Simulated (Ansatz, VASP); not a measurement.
# ZrB in VASP and in Ansatz

```xyz
2
Lattice="0.0000 2.2775 2.2775 2.2775 0.0000 2.2775 2.2775 2.2775 0.0000" Properties=species:S:1:pos:R:3 pbc="T T T"
Zr    0.0000    0.0000    0.0000
B     2.2775    2.2775    2.2775
```

Alike in both runs: task single point; functional r2SCAN; k mesh 10 × 10 × 10; occupations gaussian, width 0.025 eV; collinear spin.

|  | VASP | Ansatz |
| --- | --- | --- |
| version | VASP 6.6.1 | Ansatz 0.2.0 |
| potentials or method | VASP PAW PBE potentials, release 64 (Zr_sv, B) | JTH PAW |
| plane-wave cutoff (eV) | 520 | 990 |
| valence electrons in the cell | 15 | 15 |

```csv
,VASP,Ansatz,Ansatz less VASP
gap on the k mesh at the Fermi level (eV),none,none,-
net moment per atom (μB),0.00,0.00,+0.005
```

VASP's potentials were made for PBE, not for r2SCAN. A gap of «none» marks a metal or a gap that the smearing closes.

Noted on Ansatz's run: the magnetic or orbital state may not be the lowest.
